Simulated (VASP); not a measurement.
Write the native input for VASP 6.6.1 that does the following.

| Property | Result |
| --- | --- |
| Task | single point |
| Functional | LDA |
| Potentials or basis | VASP PAW LDA potentials, release 64 (Zn) |
| Cutoff | 520 eV |
| k mesh | 22 × 22 × 22 |
| Occupations | gaussian, width 0.15 eV |
| Spin | no spin polarisation |
| Dipole correction | no |
| Further INCAR settings | ALGO = Fast; EDIFF = 1e-06; NBANDS = 12 |

The structure of Zn lies in POSCAR:

```
Zn
1.0
   -1.5415788525      1.5415788525      1.5690370000
    1.5415788525     -1.5415788525      1.5690370000
    1.5964951475      1.5964951475     -1.5690370000
Zn
1
Direct
    0.0000000000      0.0000000000      0.0000000000
```

This cell differs from its parent crystal: strain +0.0350 x Voigt [0, 0, 0, 0, 0, 1].

The input as run:

INCAR

```
SYSTEM = Zn
PREC = Accurate ; ENCUT = 520
EDIFF = 1E-6 ; ISMEAR = 0
SIGMA = 0.15 ; LREAL = .FALSE.
LASPH = .TRUE. ; NELM = 100
ALGO = Fast ; ISIF = 2
LWAVE = .FALSE. ; LCHARG = .FALSE.
NBANDS = 12
```

KPOINTS

```
regular mesh
0
G
  22 22 22
  0 0 0
```

Potentials or basis: VASP PAW LDA potentials, release 64 (Zn).

Run with:

```console
$ cat potpaw_LDA.64/Zn/POTCAR > POTCAR
$ mpirun -np 1 vasp_std > vasp.out
```

It gave:

The pressure is -7.8 GPa and the band gap on the k mesh is zero (bands 6 and 7 overlap by 5.41 eV).

Caveat: the cell differs from its parent crystal (strain +0.0350 x Voigt [0, 0, 0, 0, 0, 1]); the cell stands under tension.

Wall time 100 s on 1 thread of AMD EPYC 9R45 96-Core Processor (Zen 5), on a shared host, peak memory 0.32 GiB.
